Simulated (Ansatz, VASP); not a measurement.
**Ru: VASP beside Ansatz**

```xyz
2
Lattice="2.6936 0.0000 0.0000 -1.3468 2.3327 0.0000 0.0000 0.0000 4.2402" Properties=species:S:1:pos:R:3 pbc="T T T"
Ru    0.0000    1.5551    1.0600
Ru    1.3468    0.7776    3.1801
```

Alike in both runs: task single point; functional PBEsol; k mesh 22 × 22 × 12; occupations fermi-dirac, width 0.05 eV; collinear spin.

|  | VASP | Ansatz |
| --- | --- | --- |
| version | VASP 6.6.1 | Ansatz 0.2.0 |
| potentials or method | VASP PAW PBE potentials, release 64 (Ru_pv), cutoff 520 eV | plane waves (420 eV) with PAW, scalar-relativistic |
| valence electrons in the cell | 28 | 32 |

```tsv
	VASP	Ansatz	Ansatz less VASP
pressure (GPa)	-0.1	0.0	+0.11
traceless stress, the component that is largest in VASP (GPa)	0.88	0.86	-0.015
net moment per atom (μB)	0.00	0.00	0.000
```

VASP's potentials were made for PBE, not for PBEsol, and Ansatz warns of the same on its side. VASP's potentials hold 28 valence electrons a cell and Ansatz's 32, so a difference there can come from the potentials and not from the codes. Ansatz's warnings: seeded moment not kept.
